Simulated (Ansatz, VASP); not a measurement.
## Two plane-wave programs on W

File INCAR:

```
SYSTEM = W
PREC = Accurate ; ENCUT = 520
EDIFF = 1E-7 ; ISMEAR = -1
SIGMA = 0.15 ; LREAL = .FALSE.
LASPH = .TRUE. ; NELM = 60
ALGO = Normal ; ISIF = 2
LWAVE = .FALSE. ; LCHARG = .FALSE.
GGA = PE ; NBANDS = 13
```

The input KPOINTS:

```
Automatic mesh
0
G
  13 13 13
  0 0 0
```

POSCAR

```
W
1.0
   -1.5555204111      1.5555204111      1.5555204111
    1.5555204111     -1.5555204111      1.5555204111
    1.5555204111      1.5555204111     -1.5555204111
W
1
Direct
    0.0000000000      0.0000000000      0.0000000000
```

Input for Ansatz:

```yaml
crystal:
  lattice:
    - [-1.555520411094155, 1.555520411094155, 1.555520411094155]
    - [1.555520411094155, -1.555520411094155, 1.555520411094155]
    - [1.555520411094155, 1.555520411094155, -1.555520411094155]
  atoms:
    - { symbol: W, position: [0.0, 0.0, 0.0] }
basis:
  ecutwfc: 550.0
kpoints:
  mp_grid:
    grid: [13, 13, 13]
hamiltonian:
  xc: pbe
  pseudopotentials:
    kind: paw
scf:
  occupations:
    method: fermi_dirac
    width: 0.15
output:
  stress: true
```

Alike in both runs: task single point; functional PBE; k mesh 13 × 13 × 13; occupations fermi-dirac, width 0.15 eV; no spin polarisation.

|  | VASP | Ansatz |
| --- | --- | --- |
| version | VASP 6.6.1 | Ansatz 0.2.0 |
| potentials or method | VASP PAW PBE potentials, release 64 (W_sv), cutoff 520 eV | plane waves, PAW |
| valence electrons in the cell | 14 | 14 |

```tsv
	VASP	Ansatz	Ansatz less VASP
pressure (GPa)	25.0	24.1	-0.86
```

With one functional, cell and mesh, what is left measures potentials, basis and numerics.

Spin-orbit coupling is off throughout.
